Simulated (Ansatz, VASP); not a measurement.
CdS: VASP beside Ansatz

```
CELL_PARAMETERS angstrom
4.26117 0.00000 0.00000
-2.13058 3.69028 0.00000
0.00000 0.00000 5.80417
ATOMIC_POSITIONS crystal
Cd 0.00000 0.00000 0.44269
S 0.66667 0.33333 0.43431
```

Alike in both runs: task single point; functional PBE; k mesh 7 × 7 × 5; occupations fermi-dirac, width 0.05 eV; no spin polarisation.

|  | VASP | Ansatz |
| --- | --- | --- |
| version | VASP 6.6.1 | Ansatz 0.2.0 |
| potentials or method | VASP PAW PBE potentials, release 64 (Cd, S), cutoff 520 eV | all-electron LAPW, scalar-relativistic |

```tsv
	VASP	Ansatz	Ansatz less VASP
gap on the k mesh at the Fermi level (eV)	1.47	1.47	-0.001
least direct gap on the mesh (eV)	1.48	1.47	-0.001
pressure (GPa)	-0.1	-0.2	-0.16
traceless stress, the component that is largest in VASP (GPa)	0.06	0.23	+0.173
```

Ansatz ran all-electron here, and VASP with PAW potentials.
